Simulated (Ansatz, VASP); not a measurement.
One calculation of SrTiO3, two programs

The input INCAR:

```
PREC = Accurate
ENCUT = 520
EDIFF = 1E-7
ISMEAR = 0
SIGMA = 0.05
LREAL = F
LASPH = T
NELM = 80
ALGO = Normal
ISIF = 2
LWAVE = F
LCHARG = F
GGA = PE
NBANDS = 28
```

File KPOINTS:

```
Automatic mesh
0
Gamma
  6 6 6
```

File POSCAR:

```
SrTiO3
1.0
    3.7722535366      0.0000000000      0.0000000000
    0.0000000000      3.7722535366      0.0000000000
    0.0000000000      0.0000000000      3.7722535366
Sr Ti O
1 1 3
Direct
    0.5000000000      0.5000000000      0.5000000000
    0.0000000000      0.0000000000      0.0000000000
    0.5000000000      0.0000000000      0.0000000000
    0.0000000000      0.5000000000      0.0000000000
    0.0000000000      0.0000000000      0.5000000000
```

Input for Ansatz:

```yaml
crystal:
  lattice:
    - [3.7722535366, 0.0, 0.0]
    - [0.0, 3.7722535366, 0.0]
    - [0.0, 0.0, 3.7722535366]
  atoms:
    - { symbol: Sr, position: [0.5, 0.5, 0.5] }
    - { symbol: Ti, position: [0.0, 0.0, 0.0] }
    - { symbol: O, position: [0.5, 0.0, 0.0] }
    - { symbol: O, position: [0.0, 0.5, 0.0] }
    - { symbol: O, position: [0.0, 0.0, 0.5] }
basis:
  ecutwfc: 420
  ecutrho_ratio: 4
kpoints:
  mp_grid: { grid: [6, 6, 6] }
hamiltonian:
  xc: pbe
scf:
  occupations: { method: gaussian, width: 0.05 }
output:
  forces: true
  stress: true
  eigenvalues: true
```

Alike in both runs: task single point; functional PBE; k mesh 6 × 6 × 6; occupations gaussian, width 0.05 eV; no spin polarisation.

|  | VASP | Ansatz |
| --- | --- | --- |
| version | VASP 6.6.1 | Ansatz 0.2.0 |
| potentials or method | VASP PAW PBE potentials, release 64 (Sr_sv, Ti_sv, O), cutoff 520 eV | scalar-relativistic, plane waves, PAW |
| valence electrons in the cell | 40 | 40 |

|  | VASP | Ansatz | Ansatz less VASP |
| --- | --- | --- | --- |
| gap on the k mesh at the Fermi level (eV) | 2.04 | 2.08 | +0.040 |
| least direct gap on the mesh (eV) | 2.31 | 2.33 | +0.023 |

The functional is the same, so the differences come from potentials, cutoffs and numerics.
